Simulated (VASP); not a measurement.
# Al2B2As (P-6m2) in VASP: a series of runs, part 2 of 3

VASP 6.6.1. Earlier steps stand in the parts before.

**4. Relaxation of cell and atoms, PBE**

File INCAR:

```
PREC = Accurate
ENCUT = 600
EDIFF = 1E-6
ISMEAR = 0
SIGMA = 0.1
LREAL = False
LASPH = True
NELM = 100
ALGO = Normal
ISIF = 3
LWAVE = False
LCHARG = False
GGA = PE
IBRION = 2
NSW = 90
EDIFFG = -0.04
```

File KPOINTS:

```
regular mesh
0
Gamma
  6 6 4
```

File POSCAR:

```
Al2B2As
1.0
    3.7598769000      0.0000000000      0.0000000000
   -1.8799384500      3.2561489100      0.0000000000
    0.0000000000      0.0000000000      5.7431927100
Al B As
2 2 1
Direct
    0.3333333300      0.6666666700      0.7247424200
    0.3333333300      0.6666666700      0.2752575800
    0.6666666700      0.3333333300      0.2599388700
    0.6666666700      0.3333333300      0.7400611300
    0.3333333300      0.6666666700      0.0000000000
```

Potentials or basis: VASP PAW PBE potentials, release 64 (Al, B, As).

The run is started by

```
> cat potpaw_PBE.64/Al/POTCAR potpaw_PBE.64/B/POTCAR potpaw_PBE.64/As/POTCAR > POTCAR
> mpirun -np 1 vasp_std > vasp.out
```

OUTCAR:

```text
PREC = Accurate
   ENCUT = 600
   EDIFF = 1E-6
   ISMEAR = 0
   LREAL = False
   LASPH = True
   NELM = 100
   ISIF = 3
   GGA = PE
   IBRION = 2
   NSW = 90
   EDIFFG = -0.04

 ion  position               nearest neighbor table
   1  0.333  0.667  0.725-   5 1.58   4 2.17   4 2.17   4 2.17   2 2.58   2 3.16
   2  0.333  0.667  0.275-   5 1.58   3 2.17   3 2.17   3 2.17   1 2.58   1 3.16
   3  0.667  0.333  0.260-   2 2.17   2 2.17   2 2.17
   4  0.667  0.333  0.740-   1 2.17   1 2.17   1 2.17
   5  0.333  0.667  0.000-   1 1.58   2 1.58

  LATTYP: Found a hexagonal cell.
 ALAT       =     3.7598769000
 C/A-ratio  =     1.5274948789

  Lattice vectors:

 A1 = (   3.7598769000,   0.0000000000,   0.0000000000)
 A2 = (  -1.8799384500,   3.2561489100,   0.0000000000)
 A3 = (   0.0000000000,   0.0000000000,   5.7431927100)

Analysis of symmetry for initial positions (statically):
=====================================================================
 Subroutine PRICEL returns:
 Original cell was already a primitive cell.

 Routine SETGRP: Setting up the symmetry group for a
 hexagonal supercell.

 Subroutine GETGRP returns: Found 12 space group operations
 (whereof 12 operations were pure point group operations)
 out of a pool of 24 trial point group operations.

The static configuration has the point symmetry D_3h.

Analysis of symmetry for dynamics (positions and initial velocities):
=====================================================================
 Subroutine PRICEL returns:
 Original cell was already a primitive cell.

 Routine SETGRP: Setting up the symmetry group for a
 hexagonal supercell.

 Subroutine GETGRP returns: Found 12 space group operations
 (whereof 12 operations were pure point group operations)
 out of a pool of 24 trial point group operations.

The dynamic configuration has the point symmetry D_3h.

 Subroutine INISYM returns: Found 12 space group operations
 (whereof 12 operations are pure point group operations),
 and found     1 'primitive' translations

----------------------------------------------------------------------------------------

                                     Primitive cell

  volume of cell :      70.3123

  direct lattice vectors                    reciprocal lattice vectors
     3.759876900  0.000000000  0.000000000     0.265966154  0.153555631  0.000000000
    -1.879938450  3.256148910  0.000000000     0.000000000  0.307111262  0.000000000
     0.000000000  0.000000000  5.743192710     0.000000000  0.000000000  0.174119179

  length of vectors
     3.759876900  3.759876900  5.743192710     0.307111262  0.307111262  0.174119179

  position of ions in fractional coordinates (direct lattice)
     0.333333330  0.666666670  0.724742420
     0.333333330  0.666666670  0.275257580
     0.666666670  0.333333330  0.259938870
     0.666666670  0.333333330  0.740061130
     0.333333330  0.666666670  0.000000000

  ion indices of the primitive-cell ions
   primitive index   ion index
                 1           1
                 2           2
                 3           3
                 4           4
                 5           5

[... 21 lines left out ...]
 Subroutine IBZKPT returns following result:
 ===========================================

 Found     21 irreducible k-points:

 Following reciprocal coordinates:
            Coordinates               Weight
  0.000000  0.000000  0.000000      1.000000
  0.166667  0.000000  0.000000      6.000000
  0.333333  0.000000  0.000000      6.000000
  0.500000  0.000000  0.000000      3.000000
  0.166667  0.166667  0.000000      6.000000
  0.333333  0.166667  0.000000     12.000000
[... 13 lines left out ...]
  0.333333  0.166667  0.500000     12.000000
  0.333333  0.333333  0.500000      2.000000
   k-points           NKPTS =     21   k-points in BZ     NKDIM =     21   number of bands    NBANDS=     12
   number of dos      NEDOS =    301   number of ions     NIONS =      5
   total plane-waves  NPLWV =  43200
   dimension x,y,z NGX =    30 NGY =   30 NGZ =   48
   dimension x,y,z NGXF=    60 NGYF=   60 NGZF=   96
   ions per type =               2   2   1
   NGX,Y,Z   is equivalent  to a cutoff of  13.26, 13.26, 13.89 a.u.
   NGXF,Y,Z  is equivalent  to a cutoff of  26.53, 26.53, 27.79 a.u.
 SYSTEM =  unknown system
   PREC   = accura    normal or accurate (medium, high low for compatibility)
   ISTART =      0    job   : 0-new  1-cont  2-samecut
   ICHARG =      2    charge: 1-file 2-atom 10-const
   ISPIN  =      1    spin polarized calculation?
   LNONCOLLINEAR =      F non collinear calculations
   LSORBIT =      F    spin-orbit coupling
   LASPH  =      T    aspherical Exc in radial PAW
   ENCUT  =  600.0 eV  44.10 Ry    6.64 a.u.   7.51  7.51 11.47*2*pi/ulx,y,z
   NELM   =    100;   NELMIN=  2; NELMDL= -5     # of ELM steps
   EDIFF  = 0.1E-05   stopping-criterion for ELM
   LREAL  =      F    real-space projection
   EDIFFG = -.4E-01   stopping-criterion for IOM
   NSW    =     90    number of steps for IOM
   IBRION =      2    ionic relax: 0-MD 1-quasi-New 2-CG
   NFREE  =      1    steps in history (QN), initial steepest desc. (CG)
   ISIF   =      3    stress and relaxation
   ISYM   =      2    0-nonsym 1-usesym 2-fastsym
   POTIM  = 0.5000    time-step for ionic-motion
   TEBEG  =    0.0;   TEEND  =   0.0 temperature during run
   PSTRESS=    0.0 pullay stress
   NELECT =      17.0000    total number of electrons
   NUPDOWN=      -1.0000    fix difference up-down
   EMIN   =  10.00;   EMAX   =-10.00  energy-range for DOS
   EFERMI =   0.00;   METHOD = LEGACY
   ISMEAR =     0;   SIGMA  =   0.10  broadening in eV -4-tet -1-fermi 0-gaus
   EFERMI_NEDOS =   21; number of points for ismear=-14 and -15
   IALGO  =     38    algorithm
   IMIX   =      4    mixing-type and parameters
     AMIX     =   0.40;   BMIX     =  1.00
     AMIX_MAG =   1.60;   BMIX_MAG =  1.00
  volume/ion in A,a.u.               =      14.06        94.90
  Fermi-wavevector in a.u.,A,eV,Ry     =   1.019876  1.927286 14.152060  1.040147
  Thomas-Fermi vector in A             =   2.153414
   LORBIT       =      0    0 simple, 1 ext, 2 COOP (PROOUT), +10 PAW based schemes
   GGA     = PE    functional components
   LHFCALC =     F    Hartree Fock is set to
   AEXX    =    0.0000 exact exchange contribution
   IVDW    =     0    specifies the selected vdW correction
   LEPSILON=     F    determine dielectric tensor
   LRPA    =     F    only Hartree local field effects (RPA)
 conjugate gradient relaxation of ions
 non-spin polarized calculation
 Gauss-broadening in eV      SIGMA  =   0.10
  energy-cutoff  :      600.00
  volume of cell :       70.31
 maximum number of plane-waves:      2369
   NGX = 15   NGY = 15   NGZ = 23

--------------------------------------- Ionic step        1  -------------------------------------------

 number of electron      17.0000001 magnetization

 Free energy of the ion-electron system (eV)
  ---------------------------------------------------
  ext. energy  EPLUGINS =         0.00000000
  ---------------------------------------------------
  free energy    TOTEN  =        -1.58437183 eV

  energy without entropy =       -1.56628997  energy(sigma->0) =       -1.57533090

------------------------ aborting loop because EDIFF is reached ----------------------------------------

  FORCE on cell =-STRESS in cart. coord.  units (eV):
  Direction    XX          YY          ZZ          XY          YZ          ZX
  --------------------------------------------------------------------------------------
  -------------------------------------------------------------------------------------
  Total       -0.9618082     -0.9618082    123.3030391      0.0000000     -0.0000000      0.0000000
  in kB      -21.9163279    -21.9163279   2809.6556117      0.0000000     -0.0000000      0.0000000
  external PRESSURE =     921.9409853 kB  Pullay stress =       0.0000000 kB
[... 1055 lines left out ...]
 k-point    21 :       0.3333    0.3333    0.5000
  band No.  band energies     occupation
      1      -5.7470      2.00000
      2      -2.4509      2.00000
      3      -0.8413      2.00000
      4      -0.5229      2.00000
      5       0.0416      2.00000
      6       2.1506      2.00000
      7       2.5991      2.00000
      8       3.3894      2.00000
      9       3.9016      2.00000
     10       5.4158      1.99378
     11       6.1459      0.00000
     12       7.3537      0.00000

[... ionic steps 4 to 48 ...]

--------------------------------------- Ionic step       49  -------------------------------------------

 number of electron      16.9999999 magnetization

------------------------ aborting loop because EDIFF is reached ----------------------------------------
[... 73 lines left out ...]
--------------------------------------- Ionic step       51  -------------------------------------------

 number of electron      16.9999999 magnetization

 Free energy of the ion-electron system (eV)
  ---------------------------------------------------
  ext. energy  EPLUGINS =         0.00000000
  ---------------------------------------------------
  free energy    TOTEN  =       -21.91768315 eV

  energy without entropy =      -21.90097206  energy(sigma->0) =      -21.90932761

 E-fermi :   6.4365     XC(G=0): -10.4087

 val. band max:        6.4096788516   @ k =   0.3333   0.1667   0.5000
 cond. band min:       6.4580205705   @ k =   0.3333   0.0000   0.2500
 fundamental gap:      0.0483417190
 Fermi energy:         6.4364738013
[... 345 lines left out ...]
  FREE ENERGIE OF THE ION-ELECTRON SYSTEM (eV)
  ---------------------------------------------------
  free  energy   TOTEN  =       -21.9176831523 eV

  energy  without entropy=      -21.9009720580  energy(sigma->0) =      -21.90932761

 reached required accuracy - stopping structural energy minimisation
```

OSZICAR:

```text
N       E                     dE             d eps       ncg     rms          rms(c)
DAV:   1     0.728527407629E+02    0.72853E+02   -0.74508E+03   504   0.130E+03
DAV:   2     0.150130256132E+01   -0.71351E+02   -0.67559E+02   692   0.184E+02
DAV:   3    -0.305561391473E+01   -0.45569E+01   -0.43826E+01   636   0.463E+01
[... 513 lines left out ...]
DAV:   1    -0.219176734328E+02   -0.15347E-02   -0.29611E-01   504   0.455E+00    0.857E-02
DAV:   2    -0.219177330275E+02   -0.59595E-04   -0.53404E-03   612   0.606E-01    0.535E-02
DAV:   3    -0.219176863018E+02    0.46726E-04   -0.25834E-04   592   0.123E-01    0.260E-02
DAV:   4    -0.219176841423E+02    0.21595E-05   -0.36458E-05   576   0.424E-02    0.121E-02
DAV:   5    -0.219176831523E+02    0.98994E-06   -0.38310E-06   548   0.140E-02
  51 F= -.21917683E+02 E0= -.21909328E+02  d E =-.629809E-02
```

It took 13 min on 1 thread of Intel Xeon Platinum 8259CL at 2.50GHz (Skylake/Cascade Lake), shared host; peak memory 0.24 GiB.

Results:

```
Free energy                            : -21.9177 eV
Relaxed volume                         : 14.18 Å³/atom
Relaxed cell                           : a = 3.162 Å, b = 3.162 Å, c = 8.187 Å, α = 90.00°, β = 90.00°, γ = 120.00°
Space group after relaxing (to 0.05 Å) : P-6m2 (No. 187)
Energy gained by relaxing              : 4066.7 meV/atom
Ionic steps                            : 51
Pressure after relaxing                : 0.2 GPa
Largest force after relaxing           : 0.020 eV/Å
```

Forces on the atoms (eV/Å):
```
Al   0.000  0.000 -0.020
Al   0.000  0.000  0.020
B    0.000  0.000  0.000
B    0.000  0.000  0.000
As   0.000  0.000  0.000
```

The path:
```tsv
step	energy change (eV)	largest force (eV/Å)	pressure (GPa)	volume (Å³)
1	0.0000	37.4206	92.19	70.31
3	-11.5196	2.4945	-10.41	154.41
5	22.6662	34.8764	383.84	38.88
7	-15.3608	4.2849	24.98	68.24
9	-16.6800	1.4614	3.33	79.67
11	-16.7194	1.1050	0.66	81.97
13	-17.8497	1.8890	1.67	76.28
15	39.1422	86.0893	386.91	43.81
17	-15.9503	5.7027	55.02	55.74
19	-15.6057	5.7540	59.20	54.96
21	-15.4069	4.9027	63.27	54.32
23	-15.4374	4.2550	63.94	54.24
25	-15.4770	3.2629	64.77	54.17
27	-15.7573	2.9808	61.87	54.66
29	-16.7546	2.0360	51.15	56.62
31	-19.1923	1.5950	21.11	64.88
33	-20.0363	0.9450	0.52	76.45
35	-20.0869	0.7793	-0.50	76.87
37	-20.1113	0.5801	-4.09	78.74
39	-20.1715	0.2783	-1.90	76.83
41	-20.2307	0.0934	0.54	73.92
43	-20.2738	0.5876	1.10	71.99
45	-20.2999	0.2628	-1.21	73.34
47	-20.3212	0.2309	-0.83	72.18
49	-20.3270	0.2045	-0.03	71.09
51	-20.3333	0.0204	0.23	70.89
```

Final structure:
```yaml
crystal:
  lattice:
    - [3.16205, 0.00000, 0.00000]
    - [-1.58103, 2.73842, 0.00000]
    - [0.00000, 0.00000, 8.18733]
  atoms:
    - { symbol: Al, position: [0.33333, 0.66667, 0.33964] }
    - { symbol: Al, position: [0.33333, 0.66667, 0.66036] }
    - { symbol: B, position: [0.66667, 0.33333, 0.17225] }
    - { symbol: B, position: [0.66667, 0.33333, 0.82775] }
    - { symbol: As, position: [0.33333, 0.66667, 0.00000] }
```

**5. Single point, PBE**

This run uses another cell than the first one, of 14.39 Å³/atom, 1.024 times its volume.

File INCAR:

```
SYSTEM = Al2B2As
ALGO     = Normal         ! electronic algorithm
EDIFF    = 1E-7           ! SCF threshold, eV
ENCUT    = 520            ! plane-wave cutoff, eV
GGA      = PE             ! functional
ISIF     = 2              ! what is computed and relaxed
ISMEAR   = 0              ! smearing method
LASPH    = .TRUE.         ! aspherical terms in the spheres
LCHARG   = .TRUE.         ! write CHGCAR
LELF     = .TRUE.         ! ELF
LREAL    = .FALSE.        ! projectors in reciprocal space
LVHAR    = .TRUE.       
LWAVE    = .FALSE.        ! write WAVECAR
NBANDS   = 16             ! bands
NELM     = 80             ! most SCF steps
PREC     = Accurate       ! precision mode
SIGMA    = 0.1            ! smearing width, eV
```

File KPOINTS:

```
k-points
0
G
  12 12 6
  0 0 0
```

File POSCAR:

```
Al2B2As
1.0
    3.2291213338      0.0000000000      0.0000000000
   -1.6145606669      2.7965011070      0.0000000000
    0.0000000000      0.0000000000      7.9693471647
Al B As
2 2 1
Direct
    0.3333333333      0.6666666667      0.6658750389
    0.3333333333      0.6666666667      0.3341249611
    0.6666666667      0.3333333333      0.1701134665
    0.6666666667      0.3333333333      0.8298865335
    0.3333333333      0.6666666667      0.0000000000
```

The run is started by

```
> cat potpaw_PBE.64/Al/POTCAR potpaw_PBE.64/B/POTCAR potpaw_PBE.64/As/POTCAR > POTCAR
> mpirun -np 1 vasp_std > vasp.out
```

It took 56 s on 1 thread of Intel Xeon Platinum 8259CL at 2.50GHz (Skylake/Cascade Lake), shared host; peak memory 0.24 GiB.

Results (log left out):

```
Free energy   : -21.9035 eV
Pressure      : 0.1 GPa
Largest force : 0.023 eV/Å
```

Forces in eV/Å, atoms in the order of the input:
```
Al   0.000  0.000 -0.006
Al   0.000  0.000  0.006
B    0.000  0.000  0.023
B    0.000  0.000 -0.023
As   0.000  0.000  0.000
```

Levels at points of the mesh, in eV from the Fermi level:
```
           k point  band 7  band 8  band 9  band 10  band 11  band 12
(0.00, 0.00, 0.00)   -0.22    2.06    2.06     3.12     4.03     4.03
(0.50, 0.00, 0.00)   -2.72   -0.18   -0.09     0.24     1.61     1.75
(0.00, 0.00, 0.50)   -0.21    2.03    2.03     2.23     3.41     4.06
(0.50, 0.00, 0.50)   -2.71   -2.24   -1.01     0.16     2.04     2.23
```

[end of part 2 of 3]
